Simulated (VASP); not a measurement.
The system is ZnSe (Stilleite).

```
Se Zn
1.0
     0.00000    2.85257    2.85257
     2.85257    0.00000    2.85257
     2.85257    2.85257    0.00000
Se Zn
1 1
Cartesian
  4.2789 4.2789 4.2789
  0.0000 0.0000 0.0000
```

Program: VASP 6.6.1. Alike in all runs: task single point; no spin polarisation; cell as given; k mesh 8 × 8 × 8; cutoff (eV) 520; smearing fermi-dirac 0.05 eV.

Question: Order these runs on this cell by their band gap on the k mesh, lowest first.
A. level LDA; potentials or basis VASP PAW LDA potentials, release 64 (Se, Zn)
B. level r2SCAN+D4; potentials or basis VASP PAW PBE potentials, release 64 (Se, Zn)
C. level PBE; potentials or basis VASP PAW PBE potentials, release 64 (Se, Zn)

Answer: A (0.99 eV), C (1.21 eV), B (1.78 eV).
